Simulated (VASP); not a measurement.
A run of VASP 6.6.1 is set up as follows.

POSCAR

```
SnO2
1.0
    4.7588489200      0.0000000000      0.0000000000
    0.0000000000      4.7588489200      0.0000000000
    0.0000000000      0.0000000000      3.2026611372
Sn O
2 4
Direct
    0.0000000000      0.0000000000      0.0000000000
    0.5000000000      0.5000000000      0.5000000000
    0.3053713397      0.3053713397      0.0000000000
    0.1946286603      0.8053713397      0.5000000000
    0.6946286603      0.6946286603      0.0000000000
    0.8053713397      0.1946286603      0.5000000000
```

Contents of INCAR.step1:

```
PREC = Accurate
ENCUT = 600
ISMEAR = 0
SIGMA = 0.05
LREAL = F
LASPH = T
NELM = 80
GGA = PE
ALGO = Normal
EDIFF = 1E-4
LWAVE = T
LCHARG = F
```

File INCAR.step2:

```
PREC = Accurate
ENCUT = 600
EDIFF = 1E-7
ISMEAR = 0
SIGMA = 0.05
LREAL = F
LASPH = T
NELM = 80
ALGO = Normal
ISIF = 4
LWAVE = F
LCHARG = F
METAGGA = R2SCAN
LMIXTAU = T
IBRION = 2
NSW = 60
EDIFFG = -0.01
ISTART = 1
```

Contents of KPOINTS:

```
Automatic mesh
0
Gamma
  6 6 10
```

Potentials or basis: VASP PAW PBE potentials, release 64 (Sn_d, O).

Command:

```bash
$ cat potpaw_PBE.64/Sn_d/POTCAR potpaw_PBE.64/O/POTCAR > POTCAR
$ cp INCAR.step1 INCAR
$ mpirun -np 1 vasp_std > vasp.out
$ cp INCAR.step2 INCAR
$ mpirun -np 1 vasp_std > vasp.out
```

(1) Predict the band gap on the k mesh.

Answers

(1) 1.79 eV.

Caveat: spin-orbit coupling is left out, which moves the levels of the heavy elements.
